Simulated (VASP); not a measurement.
# BaTiO3 (R3m) in VASP: notebook

The runs below take BaTiO3 through single point, with r2SCAN.

Everything below comes from runs of VASP 6.6.1. Logs are shortened: lines on timing, memory, paths and dates and some standing lists are left out, and cuts for length are marked.

## 1. The cell of the first run

It takes space group R3m (No. 160, trigonal). Conventional cell: a = 5.608 Å, b = 5.608 Å, c = 6.897 Å, α = 90.00°, β = 90.00°, γ = 120.00°. Within 3.6 Å of Ba (site symmetry 3m) lie 12 O at 2.75 to 2.87 Å and 8 Ti at 3.36 to 3.54 Å. Ti (site symmetry 3m) has 6 O at 1.86 to 2.12 Å within 2.5 Å. Within 2.5 Å of O (site symmetry m) lie 2 Ti at 1.86 to 2.12 Å.

## 2. Single point, r2SCAN

Input file POSCAR:

```
BaTiO3
1.0
    3.9711257500      0.0000000000      0.0000000000
    0.0111587500      3.9711059100      0.0000000000
    0.0111587500      0.0111289900      3.9710959900
Ba Ti O
1 1 3
Direct
    0.0000000000      0.0000000000      0.0000000000
    0.4872000000      0.4872000000      0.4872000000
    0.5109000000      0.5109000000      0.0193000000
    0.0193000000      0.5109000000      0.5109000000
    0.5109000000      0.0193000000      0.5109000000
```

Input file INCAR.step1:

```
ALGO = Normal
EDIFF = 1E-4
ENCUT = 520
GGA = PE
ISMEAR = -1
LASPH = T
LCHARG = F
LREAL = F
LWAVE = T
NBANDS = 28
NELM = 60
PREC = Accurate
SIGMA = 0.1
```

Input file INCAR.step2:

```
ALGO = Normal
EDIFF = 1E-6
ENCUT = 520
ISIF = 2
ISMEAR = -1
ISTART = 1
LASPH = T
LCHARG = F
LMIXTAU = T
LREAL = F
LWAVE = F
METAGGA = R2SCAN
NBANDS = 28
NELM = 60
PREC = Accurate
SIGMA = 0.1
```

Input file KPOINTS:

```
k-points
0
Gamma
  5 5 5
```

Potentials or basis: VASP PAW PBE potentials, release 64 (Ba_sv, Ti_sv, O).

On the command line:

```console
cat potpaw_PBE.64/Ba_sv/POTCAR potpaw_PBE.64/Ti_sv/POTCAR potpaw_PBE.64/O/POTCAR > POTCAR
cp INCAR.step1 INCAR
mpirun -np 1 vasp_std > vasp.out
cp INCAR.step2 INCAR
mpirun -np 1 vasp_std > vasp.out
```

OUTCAR:

```text
EDIFF = 1E-6
   ENCUT = 520
   ISIF = 2
   ISMEAR = -1
   ISTART = 1
   LASPH = T
   LREAL = F
   METAGGA = R2SCAN
   NELM = 60
   PREC = Accurate

 ion  position               nearest neighbor table
   1  0.000  0.000  0.000-   3 2.75   4 2.75   5 2.75   4 2.81   3 2.81   3 2.81   4 2.81   5 2.81
                             5 2.81   3 2.87   4 2.87   5 2.87   2 3.36   2 3.41   2 3.41   2 3.41
   2  0.487  0.487  0.487-   5 1.86   4 1.86   3 1.86   5 2.12   4 2.12   3 2.12   1 3.36   1 3.41
                             1 3.41   1 3.41   1 3.47   1 3.47   1 3.47   1 3.54
   3  0.511  0.511  0.019-   2 1.86   2 2.12   1 2.75   1 2.81   1 2.81   1 2.87
   4  0.019  0.511  0.511-   2 1.86   2 2.12   1 2.75   1 2.81   1 2.81   1 2.87
   5  0.511  0.019  0.511-   2 1.86   2 2.12   1 2.75   1 2.81   1 2.81   1 2.87

  LATTYP: Found a trigonal (rhomboedric) cell.
 ALAT       =     3.9711272624
 COS(alpha) =     0.0028099704

  Lattice vectors:

 A1 = (   3.9711257500,   0.0000000000,   0.0000000000)
 A2 = (   0.0111587500,   3.9711059100,   0.0000000000)
 A3 = (   0.0111587500,   0.0111289900,   3.9710959900)

Analysis of symmetry for initial positions (statically):
=====================================================================
 Subroutine PRICEL returns:
 Original cell was already a primitive cell.

 Routine SETGRP: Setting up the symmetry group for a
 trigonal (rhombohedral) supercell.

 Subroutine GETGRP returns: Found  6 space group operations
 (whereof  6 operations were pure point group operations)
 out of a pool of 12 trial point group operations.

The static configuration has the point symmetry C_3v.

Analysis of symmetry for dynamics (positions and initial velocities):
=====================================================================
 Subroutine PRICEL returns:
 Original cell was already a primitive cell.

 Routine SETGRP: Setting up the symmetry group for a
 trigonal (rhombohedral) supercell.

 Subroutine GETGRP returns: Found  6 space group operations
 (whereof  6 operations were pure point group operations)
 out of a pool of 12 trial point group operations.

The dynamic configuration has the point symmetry C_3v.

 Subroutine INISYM returns: Found  6 space group operations
 (whereof  6 operations are pure point group operations),
 and found     1 'primitive' translations

----------------------------------------------------------------------------------------

                                     Primitive cell

  volume of cell :      62.6232

  direct lattice vectors                    reciprocal lattice vectors
     3.971125750  0.000000000  0.000000000     0.251817762 -0.000707604 -0.000705623
     0.011158750  3.971105910  0.000000000     0.000000000  0.251819020 -0.000705722
     0.011158750  0.011128990  3.971095990     0.000000000  0.000000000  0.251819649

  length of vectors
     3.971125750  3.971121588  3.971127262     0.251819745  0.251820009  0.251819649

  position of ions in fractional coordinates (direct lattice)
     0.000000000  0.000000000  0.000000000
     0.487200000  0.487200000  0.487200000
     0.510900000  0.510900000  0.019300000
     0.019300000  0.510900000  0.510900000
     0.510900000  0.019300000  0.510900000

  ion indices of the primitive-cell ions
   primitive index   ion index
                 1           1
                 2           2
                 3           3
                 4           4
                 5           5

----------------------------------------------------------------------------------------

 KPOINTS: k-points

Automatic generation of k-mesh.
 Grid dimensions read from file:
 generate k-points for:    5    5    5

 Generating k-lattice:

  Cartesian coordinates                     Fractional coordinates (reciprocal lattice)
     0.050363552 -0.000141521 -0.000141125     0.200000000  0.000000000  0.000000000
     0.000000000  0.050363804 -0.000141144     0.000000000  0.200000000  0.000000000
     0.000000000  0.000000000  0.050363930     0.000000000  0.000000000  0.200000000

  Length of vectors
     0.050363949  0.050364002  0.050363930

  Shift w.r.t. Gamma in fractional coordinates (k-lattice)
     0.000000000  0.000000000  0.000000000

 Subroutine IBZKPT returns following result:
 ===========================================

 Found     19 irreducible k-points:

 Following reciprocal coordinates:
            Coordinates               Weight
  0.000000  0.000000  0.000000      1.000000
  0.200000  0.000000  0.000000      6.000000
  0.400000  0.000000  0.000000      6.000000
  0.200000  0.200000  0.000000      6.000000
  0.400000  0.200000  0.000000     12.000000
 -0.400000  0.200000  0.000000     12.000000
[... 11 lines left out ...]
  0.400000  0.400000  0.400000      2.000000
 -0.400000  0.400000  0.400000      6.000000
   k-points           NKPTS =     19   k-points in BZ     NKDIM =     19   number of bands    NBANDS=     28
   number of dos      NEDOS =    301   number of ions     NIONS =      5
   total plane-waves  NPLWV =  27000
   dimension x,y,z NGX =    30 NGY =   30 NGZ =   30
   dimension x,y,z NGXF=    60 NGYF=   60 NGZF=   60
   ions per type =               1   1   3
   NGX,Y,Z   is equivalent  to a cutoff of  12.56, 12.56, 12.56 a.u.
   NGXF,Y,Z  is equivalent  to a cutoff of  25.12, 25.12, 25.12 a.u.
 SYSTEM =  unknown system
   PREC   = accura    normal or accurate (medium, high low for compatibility)
   ISTART =      1    job   : 0-new  1-cont  2-samecut
   ICHARG =      0    charge: 1-file 2-atom 10-const
   ISPIN  =      1    spin polarized calculation?
   LNONCOLLINEAR =      F non collinear calculations
   LSORBIT =      F    spin-orbit coupling
   LASPH  =      T    aspherical Exc in radial PAW
   ENCUT  =  520.0 eV  38.22 Ry    6.18 a.u.   7.38  7.38  7.38*2*pi/ulx,y,z
   NELM   =     60;   NELMIN=  2; NELMDL=  0     # of ELM steps
   EDIFF  = 0.1E-05   stopping-criterion for ELM
   LREAL  =      F    real-space projection
   EDIFFG = 0.1E-04   stopping-criterion for IOM
   NSW    =      0    number of steps for IOM
   IBRION =     -1    ionic relax: 0-MD 1-quasi-New 2-CG
   NFREE  =      0    steps in history (QN), initial steepest desc. (CG)
   ISIF   =      2    stress and relaxation
   ISYM   =      2    0-nonsym 1-usesym 2-fastsym
   POTIM  = 0.5000    time-step for ionic-motion
   TEBEG  =    0.0;   TEEND  =   0.0 temperature during run
   PSTRESS=    0.0 pullay stress
   NELECT =      40.0000    total number of electrons
   NUPDOWN=      -1.0000    fix difference up-down
   EMIN   =  10.00;   EMAX   =-10.00  energy-range for DOS
   EFERMI =   0.00;   METHOD = LEGACY
   ISMEAR =    -1;   SIGMA  =   0.10  broadening in eV -4-tet -1-fermi 0-gaus
   EFERMI_NEDOS =   21; number of points for ismear=-14 and -15
   IALGO  =     38    algorithm
   IMIX   =      4    mixing-type and parameters
     AMIX     =   0.40;   BMIX     =  1.00
     AMIX_MAG =   1.60;   BMIX_MAG =  1.00
  volume/ion in A,a.u.               =      12.52        84.52
  Fermi-wavevector in a.u.,A,eV,Ry     =   1.409883  2.664292 27.045244  1.987769
  Thomas-Fermi vector in A             =   2.531893
   LORBIT       =      0    0 simple, 1 ext, 2 COOP (PROOUT), +10 PAW based schemes
   METAGGA = R2SCAN    functional components
   LHFCALC =     F    Hartree Fock is set to
   AEXX    =    0.0000 exact exchange contribution
   IVDW    =     0    specifies the selected vdW correction
   LEPSILON=     F    determine dielectric tensor
   LRPA    =     F    only Hartree local field effects (RPA)
 non-spin polarized calculation
  energy-cutoff  :      520.00
  volume of cell :       62.62
 maximum number of plane-waves:      1743
 NGX is ok and might be reduce to    30
   NGX = 15   NGY = 15   NGZ = 15

 number of electron      40.0000002 magnetization

 Free energy of the ion-electron system (eV)
  ---------------------------------------------------
  ext. energy  EPLUGINS =         0.00000000
  ---------------------------------------------------
  free energy    TOTEN  =       -74.19221858 eV

  energy without entropy =      -74.19221829  energy(sigma->0) =      -74.19221843

 E-fermi :   5.0747     XC(G=0): -12.0363

 val. band max:        3.5344513777   @ k =   0.4000   0.4000   0.4000
 cond. band min:       6.4764451284   @ k =   0.0000   0.0000   0.0000
 fundamental gap:      2.9419937507
 Fermi energy:         5.0746986988

 k-point     1 :       0.0000    0.0000    0.0000
  band No.  band energies     occupation
      1     -54.7519      2.00000
      2     -29.9727      2.00000
      3     -29.9727      2.00000
      4     -29.9649      2.00000
      5     -21.7494      2.00000
      6     -14.1900      2.00000
[... 20 lines left out ...]
     27       9.3151      0.00000
     28      12.2340      0.00000

 k-point     2 :       0.2000    0.0000    0.0000
  band No.  band energies     occupation
      1     -54.7514      2.00000
      2     -29.9938      2.00000
      3     -29.9718      2.00000
      4     -29.9661      2.00000
      5     -21.6997      2.00000
      6     -14.2418      2.00000
[... 20 lines left out ...]
     27      10.1057      0.00000
     28      13.0837      0.00000

 k-point     3 :       0.4000    0.0000    0.0000
  band No.  band energies     occupation
      1     -54.7506      2.00000
      2     -30.0308      2.00000
      3     -29.9705      2.00000
      4     -29.9650      2.00000
      5     -21.6166      2.00000
      6     -14.4290      2.00000
[... 20 lines left out ...]
     27      11.7172      0.00000
     28      12.7342      0.00000

 k-point     4 :       0.2000    0.2000    0.0000
  band No.  band energies     occupation
      1     -54.7509      2.00000
      2     -29.9944      2.00000
      3     -29.9908      2.00000
      4     -29.9677      2.00000
      5     -21.6567      2.00000
      6     -14.1985      2.00000
[... 423 lines left out ...]
     27      12.7753      0.00000
     28      13.1504      0.00000

 k-point    18 :       0.4000    0.4000    0.4000
  band No.  band energies     occupation
      1     -54.7483      2.00000
      2     -30.0268      2.00000
      3     -30.0268      2.00000
      4     -30.0189      2.00000
      5     -21.4595      2.00000
      6     -13.5015      2.00000
[... 20 lines left out ...]
     27      12.3760      0.00000
     28      12.3760      0.00000

 k-point    19 :      -0.4000    0.4000    0.4000
  band No.  band energies     occupation
      1     -54.7483      2.00000
      2     -30.0273      2.00000
      3     -30.0268      2.00000
      4     -30.0184      2.00000
      5     -21.4593      2.00000
      6     -13.4946      2.00000
[... 20 lines left out ...]
     27      12.3093      0.00000
     28      12.4080      0.00000

------------------------ aborting loop because EDIFF is reached ----------------------------------------

  FORCE on cell =-STRESS in cart. coord.  units (eV):
  Direction    XX          YY          ZZ          XY          YZ          ZX
  --------------------------------------------------------------------------------------
  -------------------------------------------------------------------------------------
  Total        3.4122813      3.4126239      3.4129806     -0.0622408     -0.0618911     -0.0620667
  in kB       87.3011402     87.3099052     87.3190299     -1.5923932     -1.5834472     -1.5879390
  external PRESSURE =      87.3100251 kB  Pullay stress =       0.0000000 kB

 VOLUME and BASIS-vectors are now :
 -----------------------------------------------------------------------------
  energy-cutoff  :      520.00
  volume of cell :       62.62
      direct lattice vectors                 reciprocal lattice vectors
     3.971125750  0.000000000  0.000000000     0.251817762 -0.000707604 -0.000705623
     0.011158750  3.971105910  0.000000000     0.000000000  0.251819020 -0.000705722
     0.011158750  0.011128990  3.971095990     0.000000000  0.000000000  0.251819649

 POSITION                                       TOTAL-FORCE (eV/Angst)
 -----------------------------------------------------------------------------------
      0.00000      0.00000      0.00000         0.013405      0.013367      0.013330
      1.94561      1.94014      1.93472         0.245380      0.244692      0.244007
      2.03476      2.02905      0.07664         0.018011      0.017960     -0.294910
      0.08804      2.03452      2.02883        -0.294807      0.018839      0.018787
      2.03476      0.08233      2.02883         0.018011     -0.294858      0.018787
 -----------------------------------------------------------------------------------
    total drift:                                0.002155      0.002068      0.002167

  FREE ENERGIE OF THE ION-ELECTRON SYSTEM (eV)
  ---------------------------------------------------
  free  energy   TOTEN  =       -74.1922185838 eV

  energy  without entropy=      -74.1922182861  energy(sigma->0) =      -74.19221843
```

Run time: 1.9 min. Hardware: 1 thread of AMD EPYC 9R45 (Zen 5), shared host; peak memory 0.16 GiB.

Results:

```
Free energy            : -74.1922 eV
Pressure               : 8.7 GPa
Largest force          : 0.424 eV/Å
Band gap on the k mesh : 2.94 eV, indirect (least direct gap 3.20 eV)
```

Forces in eV/Å, atoms in the order of the input:
```
Ba   0.013  0.013  0.013
Ti   0.245  0.245  0.244
O    0.018  0.018 -0.295
O   -0.295  0.019  0.019
O    0.018 -0.295  0.019
```

Stress tensor (GPa, compression positive):
```
 8.73 -0.16 -0.16
-0.16  8.73 -0.16
-0.16 -0.16  8.73
```

Levels at points of the mesh, in eV from the valence-band top:
```tsv
k point	band 17	band 18	band 19	band 20	band 21	band 22	band 23	band 24
(0.00, 0.00, 0.00)	-1.02	-0.38	-0.26	-0.26	2.94	2.94	3.08	5.08
```

Caveat: the PAW data sets were made with another functional, which shifts forces and pressure a little; spin-orbit coupling is left out, which moves the levels of the heavy elements. A k mesh can miss the band edges.

[end of part 1 of 2]
